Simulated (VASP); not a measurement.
# Ca (I4/mmm) in VASP: a series of runs

Runs on Ca. Level: PBEsol. Tasks: single point.

Everything below comes from runs of VASP 6.6.1. Logs are shortened: lines on timing, memory, paths and dates and some standing lists are left out, and cuts for length are marked.

**1. The cell of the first run**

It takes space group I4/mmm (No. 139, tetragonal). The conventional cell has a = 3.833 Å, b = 3.833 Å, c = 5.588 Å, α = 90.00°, β = 90.00°, γ = 90.00°. Within 5.0 Å of Ca (site symmetry 4/mmm) lie 12 Ca at 3.83 to 3.89 Å.

**2. Single point, PBEsol (strain -0.030 along x and y, +0.000 along z)**

File INCAR:

```
PREC = Accurate
ENCUT = 520
EDIFF = 1E-6
ISMEAR = 0
SIGMA = 0.15
LREAL = False
LASPH = True
NELM = 80
ALGO = Normal
ISIF = 2
LWAVE = False
LCHARG = True
GGA = PS
LELF = True
LVHAR = True
NBANDS = 11
```

File KPOINTS:

```
regular mesh
0
Gamma
  14 14 14
```

File POSCAR:

```
Ca
1.0
    0.0000000000      2.7103740000      2.7942000000
    2.7103740000      0.0000000000      2.7942000000
    2.7103740000      2.7103740000      0.0000000000
Ca
1
Direct
    0.0000000000      0.0000000000      0.0000000000
```

Potentials or basis: VASP PAW PBE potentials, release 64 (Ca_sv).

Run with:

```console
$ cat potpaw_PBE.64/Ca_sv/POTCAR > POTCAR
$ mpirun -np 1 vasp_std > vasp.out
```

OUTCAR:

```text
PREC = Accurate
   ENCUT = 520
   EDIFF = 1E-6
   ISMEAR = 0
   LREAL = False
   LASPH = True
   NELM = 80
   ISIF = 2
   GGA = PS

 ion  position               nearest neighbor table
   1  0.000  0.000  0.000-

  LATTYP: Found a body centered tetragonal cell.
 ALAT       =     3.8330476699
 C/A-ratio  =     1.4579521262

  Lattice vectors:

 A1 = (  -2.7103740000,   0.0000000000,   2.7942000000)
 A2 = (   2.7103740000,   0.0000000000,   2.7942000000)
 A3 = (   0.0000000000,   2.7103740000,  -2.7942000000)

Analysis of symmetry for initial positions (statically):
=====================================================================
 Subroutine PRICEL returns:
 Original cell was already a primitive cell.

 Routine SETGRP: Setting up the symmetry group for a
 body centered tetragonal supercell.

 Subroutine GETGRP returns: Found 16 space group operations
 (whereof 16 operations were pure point group operations)
 out of a pool of 16 trial point group operations.

The static configuration has the point symmetry D_4h.

Analysis of symmetry for dynamics (positions and initial velocities):
=====================================================================
 Subroutine PRICEL returns:
 Original cell was already a primitive cell.

 Routine SETGRP: Setting up the symmetry group for a
 body centered tetragonal supercell.

 Subroutine GETGRP returns: Found 16 space group operations
 (whereof 16 operations were pure point group operations)
 out of a pool of 16 trial point group operations.

The dynamic configuration has the point symmetry D_4h.

 Subroutine INISYM returns: Found 16 space group operations
 (whereof 16 operations are pure point group operations),
 and found     1 'primitive' translations

----------------------------------------------------------------------------------------

                                     Primitive cell

  volume of cell :      41.0531

  direct lattice vectors                    reciprocal lattice vectors
     0.000000000  2.710374000  2.794200000    -0.184476386  0.184476386  0.178942094
     2.710374000  0.000000000  2.794200000     0.184476386 -0.184476386  0.178942094
     2.710374000  2.710374000  0.000000000     0.184476386  0.184476386 -0.178942094

  length of vectors
     3.892772901  3.892772901  3.833047670     0.316359522  0.316359522  0.316359522

  position of ions in fractional coordinates (direct lattice)
     0.000000000  0.000000000  0.000000000

  ion indices of the primitive-cell ions
   primitive index   ion index
                 1           1

----------------------------------------------------------------------------------------

 KPOINTS: regular mesh

Automatic generation of k-mesh.
 Grid dimensions read from file:
 generate k-points for:   14   14   14

 Generating k-lattice:

  Cartesian coordinates                     Fractional coordinates (reciprocal lattice)
    -0.013176885  0.013176885  0.012781578     0.071428571 -0.000000000  0.000000000
     0.013176885 -0.013176885  0.012781578    -0.000000000  0.071428571  0.000000000
     0.013176885  0.013176885 -0.012781578     0.000000000  0.000000000  0.071428571

  Length of vectors
     0.022597109  0.022597109  0.022597109

  Shift w.r.t. Gamma in fractional coordinates (k-lattice)
     0.000000000  0.000000000  0.000000000

 Subroutine IBZKPT returns following result:
 ===========================================

 Found    244 irreducible k-points:

 Following reciprocal coordinates:
            Coordinates               Weight
  0.000000  0.000000  0.000000      1.000000
  0.071429  0.000000  0.000000      8.000000
  0.142857  0.000000  0.000000      8.000000
  0.214286  0.000000  0.000000      8.000000
  0.285714  0.000000  0.000000      8.000000
  0.357143 -0.000000  0.000000      8.000000
[... 16 lines left out ...]
  0.214286  0.142857  0.000000      8.000000
  0.285714  0.142857  0.000000      8.000000
 [... further k-points ...]
   k-points           NKPTS =    244   k-points in BZ     NKDIM =    244   number of bands    NBANDS=     11
   number of dos      NEDOS =    301   number of ions     NIONS =      1
   total plane-waves  NPLWV =  27000
   dimension x,y,z NGX =    30 NGY =   30 NGZ =   30
   dimension x,y,z NGXF=    60 NGYF=   60 NGZF=   60
   ions per type =               1
   NGX,Y,Z   is equivalent  to a cutoff of  12.81, 12.81, 13.01 a.u.
   NGXF,Y,Z  is equivalent  to a cutoff of  25.62, 25.62, 26.02 a.u.
 SYSTEM =  unknown system
   PREC   = accura    normal or accurate (medium, high low for compatibility)
   ISTART =      0    job   : 0-new  1-cont  2-samecut
   ICHARG =      2    charge: 1-file 2-atom 10-const
   ISPIN  =      1    spin polarized calculation?
   LNONCOLLINEAR =      F non collinear calculations
   LSORBIT =      F    spin-orbit coupling
   LASPH  =      T    aspherical Exc in radial PAW
   ENCUT  =  520.0 eV  38.22 Ry    6.18 a.u.   7.24  7.24  7.13*2*pi/ulx,y,z
   NELM   =     80;   NELMIN=  2; NELMDL= -5     # of ELM steps
   EDIFF  = 0.1E-05   stopping-criterion for ELM
   LREAL  =      F    real-space projection
   EDIFFG = 0.1E-04   stopping-criterion for IOM
   NSW    =      0    number of steps for IOM
   IBRION =     -1    ionic relax: 0-MD 1-quasi-New 2-CG
   NFREE  =      0    steps in history (QN), initial steepest desc. (CG)
   ISIF   =      2    stress and relaxation
   ISYM   =      2    0-nonsym 1-usesym 2-fastsym
   POTIM  = 0.5000    time-step for ionic-motion
   TEBEG  =    0.0;   TEEND  =   0.0 temperature during run
   PSTRESS=    0.0 pullay stress
   NELECT =      10.0000    total number of electrons
   NUPDOWN=      -1.0000    fix difference up-down
   EMIN   =  10.00;   EMAX   =-10.00  energy-range for DOS
   EFERMI =   0.00;   METHOD = LEGACY
   ISMEAR =     0;   SIGMA  =   0.15  broadening in eV -4-tet -1-fermi 0-gaus
   EFERMI_NEDOS =   21; number of points for ismear=-14 and -15
   IALGO  =     38    algorithm
   IMIX   =      4    mixing-type and parameters
     AMIX     =   0.40;   BMIX     =  1.00
     AMIX_MAG =   1.60;   BMIX_MAG =  1.00
  volume/ion in A,a.u.               =      41.05       277.04
  Fermi-wavevector in a.u.,A,eV,Ry     =   1.022413  1.932080 14.222544  1.045327
  Thomas-Fermi vector in A             =   2.156091
   LORBIT       =      0    0 simple, 1 ext, 2 COOP (PROOUT), +10 PAW based schemes
   GGA     = PS    functional components
   LHFCALC =     F    Hartree Fock is set to
   AEXX    =    0.0000 exact exchange contribution
   IVDW    =     0    specifies the selected vdW correction
   LEPSILON=     F    determine dielectric tensor
   LRPA    =     F    only Hartree local field effects (RPA)
 non-spin polarized calculation
 Gauss-broadening in eV      SIGMA  =   0.15
  energy-cutoff  :      520.00
  volume of cell :       41.05
 maximum number of plane-waves:      1126
 NGX is ok and might be reduce to    30
   NGX = 15   NGY = 15   NGZ = 15

 number of electron      10.0000001 magnetization

 Free energy of the ion-electron system (eV)
  ---------------------------------------------------
  ext. energy  EPLUGINS =         0.00000000
  ---------------------------------------------------
  free energy    TOTEN  =        -2.14074920 eV

  energy without entropy =       -2.12586068  energy(sigma->0) =       -2.13330494

 E-fermi :   1.9971     XC(G=0):  -7.8981

 val. band max:        1.9818683585   @ k =  -0.2857   0.3571   0.2143
 cond. band min:       1.9979310248   @ k =  -0.3571  -0.0000   0.3571
 fundamental gap:      0.0160626663
 Fermi energy:         1.9970565625

 k-point     1 :       0.0000    0.0000    0.0000
  band No.  band energies     occupation
      1     -39.7781      2.00000
      2     -20.7684      2.00000
      3     -20.7652      2.00000
      4     -20.7652      2.00000
      5      -2.0840      2.00000
      6       4.2685      0.00000
      7       4.4125      0.00000
      8       4.4125      0.00000
      9       5.3773      0.00000
     10       5.5680      0.00000
     11      11.2549      0.00000

 k-point     2 :       0.0714    0.0000    0.0000
  band No.  band energies     occupation
      1     -39.7773      2.00000
      2     -20.7744      2.00000
      3     -20.7683      2.00000
      4     -20.7661      2.00000
      5      -1.9943      2.00000
      6       4.2333      0.00000
      7       4.3834      0.00000
      8       4.4482      0.00000
      9       5.3505      0.00000
     10       5.5333      0.00000
     11      11.3705      0.00000

 k-point     3 :       0.1429    0.0000    0.0000
  band No.  band energies     occupation
      1     -39.7751      2.00000
      2     -20.7962      2.00000
      3     -20.7721      2.00000
      4     -20.7686      2.00000
      5      -1.7300      2.00000
      6       3.9973      0.00000
      7       4.4282      0.00000
      8       4.5329      0.00000
      9       5.3102      0.00000
     10       5.4636      0.00000
     11      11.2530      0.00000

 k-point     4 :       0.2143    0.0000    0.0000
  band No.  band energies     occupation
      1     -39.7719      2.00000
      2     -20.8277      2.00000
      3     -20.7771      2.00000
      4     -20.7723      2.00000
      5      -1.3056      2.00000
      6       3.6317      0.00000
      7       4.4508      0.00000
      8       4.5897      0.00000
      9       5.3648      0.00000
     10       5.4603      0.00000
     11      10.1362      0.00000

 k-point     5 :       0.2857    0.0000    0.0000
  band No.  band energies     occupation
      1     -39.7683      2.00000
      2     -20.8624      2.00000
      3     -20.7826      2.00000
      4     -20.7763      2.00000
      5      -0.7465      2.00000
      6       3.2026      0.00000
      7       4.3806      0.00000
      8       4.5458      0.00000
      9       5.5769      0.00000
     10       5.6103      0.00000
     11       9.0614      0.00000
[... 211 lines left out ...]
 k-point    21 :      -0.0714    0.0714    0.0000
  band No.  band energies     occupation
      1     -39.7759      2.00000
      2     -20.7854      2.00000
      3     -20.7739      2.00000
      4     -20.7663      2.00000
      5      -1.8418      2.00000
      6       4.1480      0.00000
      7       4.3460      0.00000
      8       4.5109      0.00000
      9       5.4011      0.00000
     10       5.4069      0.00000
     11      11.5076      0.00000

 k-point    22 :       0.1429    0.1429    0.0000
  band No.  band energies     occupation
      1     -39.7744      2.00000
      2     -20.7967      2.00000
      3     -20.7749      2.00000
      4     -20.7749      2.00000
      5      -1.6322      2.00000
      6       3.8603      0.00000
      7       4.6135      0.00000
      8       4.6135      0.00000
      9       4.8999      0.00000
     10       5.6780      0.00000
     11      11.8337      0.00000

 k-point    23 :       0.2143    0.1429    0.0000
  band No.  band energies     occupation
      1     -39.7721      2.00000
      2     -20.8158      2.00000
      3     -20.7799      2.00000
      4     -20.7797      2.00000
      5      -1.3295      2.00000
      6       3.6496      0.00000
      7       4.5273      0.00000
      8       4.7159      0.00000
      9       4.8859      0.00000
     10       5.7266      0.00000
     11      11.1690      0.00000

 k-point    24 :       0.2857    0.1429    0.0000
  band No.  band energies     occupation
      1     -39.7690      2.00000
      2     -20.8426      2.00000
      3     -20.7865      2.00000
      4     -20.7844      2.00000
      5      -0.8762      2.00000
      6       3.3745      0.00000
      7       4.2470      0.00000
      8       4.7654      0.00000
      9       5.1489      0.00000
     10       5.8227      0.00000
     11       9.9556      0.00000

 [... further k-points ...]

------------------------ aborting loop because EDIFF is reached ----------------------------------------

  FORCE on cell =-STRESS in cart. coord.  units (eV):
  Direction    XX          YY          ZZ          XY          YZ          ZX
  --------------------------------------------------------------------------------------
  -------------------------------------------------------------------------------------
  Total       -0.0300576     -0.0300576     -0.1028989      0.0000000      0.0000000     -0.0000000
  in kB       -1.1730576     -1.1730576     -4.0158305      0.0000000      0.0000000     -0.0000000
  external PRESSURE =      -2.1206485 kB  Pullay stress =       0.0000000 kB

 VOLUME and BASIS-vectors are now :
 -----------------------------------------------------------------------------
  energy-cutoff  :      520.00
  volume of cell :       41.05
      direct lattice vectors                 reciprocal lattice vectors
     0.000000000  2.710374000  2.794200000    -0.184476386  0.184476386  0.178942094
     2.710374000  0.000000000  2.794200000     0.184476386 -0.184476386  0.178942094
     2.710374000  2.710374000  0.000000000     0.184476386  0.184476386 -0.178942094

 POSITION                                       TOTAL-FORCE (eV/Angst)
 -----------------------------------------------------------------------------------
      0.00000      0.00000      0.00000         0.000000     -0.000000      0.000000
 -----------------------------------------------------------------------------------
    total drift:                               -0.000000     -0.000000      0.000000

  FREE ENERGIE OF THE ION-ELECTRON SYSTEM (eV)
  ---------------------------------------------------
  free  energy   TOTEN  =        -2.1407492048 eV

  energy  without entropy=       -2.1258606773  energy(sigma->0) =       -2.13330494
```

It took 55 s on 1 thread of Intel Xeon 6975P-C (Granite Rapids), shared host; peak memory 0.25 GiB.

Results:

```yaml
Free_energy: -2.1407 eV
Pressure: -0.2 GPa
Band_gap_on_the_k_mesh: zero (band 5 reaches 2.15 eV, above the bottom of band 6 at 1.87 eV)
```

Stress tensor (GPa, compression positive):
```
-0.12  0.00  0.00
 0.00 -0.12  0.00
 0.00  0.00 -0.40
```

Caveat: the cell differs from its parent crystal (strain -0.030 along x and y, +0.000 along z); the PAW data sets were made with another functional, which shifts forces and pressure a little.

**3. Single point, PBEsol (strain -0.015 along x and y, -0.030 along z)**

File INCAR:

```
SYSTEM = Ca
PREC = Accurate ; ENCUT = 520
EDIFF = 1E-7 ; ISMEAR = 0
SIGMA = 0.15 ; LREAL = .FALSE.
LASPH = .TRUE. ; NELM = 80
ALGO = Fast ; ISIF = 2
LWAVE = .FALSE. ; LCHARG = .FALSE.
GGA = PS ; NBANDS = 11
```

File KPOINTS:

```
Automatic mesh
0
G
  14 14 14
  0 0 0
```

File POSCAR:

```
Ca
1.0
    0.0000000000      2.7522870000      2.7103740000
    2.7522870000      0.0000000000      2.7103740000
    2.7522870000      2.7522870000      0.0000000000
Ca
1
Direct
    0.0000000000      0.0000000000      0.0000000000
```

Potentials or basis: VASP PAW PBE potentials, release 64 (Ca_sv).

Run with:

```console
$ cat potpaw_PBE.64/Ca_sv/POTCAR > POTCAR
$ mpirun -np 1 vasp_std > vasp.out
```

It took 1.7 min on 1 thread of Intel Xeon 6975P-C (Granite Rapids), shared host; peak memory 0.24 GiB.

It converged, with:

```
Free energy            : -2.1413 eV
Pressure               : -0.2 GPa
Band gap on the k mesh : zero (band 5 reaches 2.14 eV, above the bottom of band 6 at 1.86 eV)
```

Stress tensor (GPa, compression positive):
```
-0.23  0.00  0.00
 0.00 -0.23  0.00
 0.00  0.00 -0.12
```

Levels at points of the mesh, in eV from the Fermi level:
```csv
k point,band 1,band 2,band 3,band 4,band 5,band 6,band 7,band 8,band 9,band 10
"(0.00, 0.00, 0.00)",-41.78,-22.76,-22.76,-22.76,-4.08,2.34,2.34,2.41,3.43,3.52
"(0.50, 0.00, 0.00)",-41.76,-22.92,-22.79,-22.78,-1.01,-0.13,2.20,2.29,4.18,4.21
"(0.50, 0.50, 0.00)",-41.75,-22.91,-22.82,-22.82,-0.45,0.53,1.12,4.18,4.39,4.39
"(0.50, 0.00, 0.50)",-41.75,-22.91,-22.82,-22.82,-0.50,0.56,0.96,4.19,4.35,4.41
```

Caveat: the cell differs from its parent crystal (strain -0.015 along x and y, -0.030 along z); the PAW data sets were made with another functional, which shifts forces and pressure a little.

**4. Single point, PBEsol (strain -0.030 along x and y, +0.015 along z)**

File INCAR:

```
PREC     = Accurate       # precision mode
ENCUT    = 520            # plane-wave cutoff, eV
EDIFF    = 1E-7           # SCF threshold, eV
ISMEAR   = 0              # smearing method
SIGMA    = 0.15           # smearing width, eV
LREAL    = False          # projectors in reciprocal space
LASPH    = True           # aspherical terms in the spheres
NELM     = 60             # most SCF steps
ALGO     = Normal         # electronic algorithm
ISIF     = 2              # what is computed and relaxed
LWAVE    = False          # write WAVECAR
LCHARG   = False          # write CHGCAR
GGA      = PS             # functional
NBANDS   = 11             # bands
```

File KPOINTS:

```
Automatic mesh
0
Gamma
  14 14 14
```

File POSCAR:

```
Ca
1.0
    0.0000000000      2.7103740000      2.8361130000
    2.7103740000      0.0000000000      2.8361130000
    2.7103740000      2.7103740000      0.0000000000
Ca
1
Direct
    0.0000000000      0.0000000000      0.0000000000
```

Potentials or basis: VASP PAW PBE potentials, release 64 (Ca_sv).

Run with:

```console
$ cat potpaw_PBE.64/Ca_sv/POTCAR > POTCAR
$ mpirun -np 1 vasp_std > vasp.out
```

OUTCAR:

```text
PREC = Accurate
   ENCUT = 520
   EDIFF = 1E-7
   ISMEAR = 0
   LREAL = False
   LASPH = True
   NELM = 60
   ISIF = 2
   GGA = PS

 ion  position               nearest neighbor table
   1  0.000  0.000  0.000-

  LATTYP: Found a body centered tetragonal cell.
 ALAT       =     3.8330476699
 C/A-ratio  =     1.4798214081

  Lattice vectors:

 A1 = (  -2.7103740000,   0.0000000000,   2.8361130000)
 A2 = (   2.7103740000,   0.0000000000,   2.8361130000)
[... 516 lines left out ...]
     11       9.8153      0.00000

 [... further k-points ...]

------------------------ aborting loop because EDIFF is reached ----------------------------------------

  FORCE on cell =-STRESS in cart. coord.  units (eV):
  Direction    XX          YY          ZZ          XY          YZ          ZX
  --------------------------------------------------------------------------------------
  -------------------------------------------------------------------------------------
  Total       -0.0785825     -0.0785825     -0.1949139      0.0000000      0.0000000     -0.0000000
  in kB       -3.0215116     -3.0215116     -7.4944770      0.0000000      0.0000000     -0.0000000
  external PRESSURE =      -4.5125001 kB  Pullay stress =       0.0000000 kB

 VOLUME and BASIS-vectors are now :
 -----------------------------------------------------------------------------
  energy-cutoff  :      520.00
  volume of cell :       41.67
      direct lattice vectors                 reciprocal lattice vectors
     0.000000000  2.710374000  2.836113000    -0.184476386  0.184476386  0.176297630
     2.710374000  0.000000000  2.836113000     0.184476386 -0.184476386  0.176297630
     2.710374000  2.710374000  0.000000000     0.184476386  0.184476386 -0.176297630

 POSITION                                       TOTAL-FORCE (eV/Angst)
 -----------------------------------------------------------------------------------
      0.00000      0.00000      0.00000         0.000000      0.000000      0.000000
 -----------------------------------------------------------------------------------
    total drift:                               -0.000000     -0.000000      0.000000

  FREE ENERGIE OF THE ION-ELECTRON SYSTEM (eV)
  ---------------------------------------------------
  free  energy   TOTEN  =        -2.1386874931 eV

  energy  without entropy=       -2.1236337055  energy(sigma->0) =       -2.13116060
```

Wall time 54 s (1 thread of Intel Xeon 6975P-C (Granite Rapids), shared host); peak memory 0.24 GiB.

Results:

| Property | Result |
| --- | --- |
| Free energy | -2.1387 eV |
| Pressure | -0.5 GPa |
| Band gap on the k mesh | zero (band 5 reaches 2.11 eV, above the bottom of band 6 at 1.80 eV) |

Stress tensor (GPa, compression positive):
```
-0.30  0.00  0.00
 0.00 -0.30  0.00
 0.00  0.00 -0.75
```

Caveat: the cell differs from its parent crystal (strain -0.030 along x and y, +0.015 along z); the PAW data sets were made with another functional, which shifts forces and pressure a little.

[end of part 1 of 2]
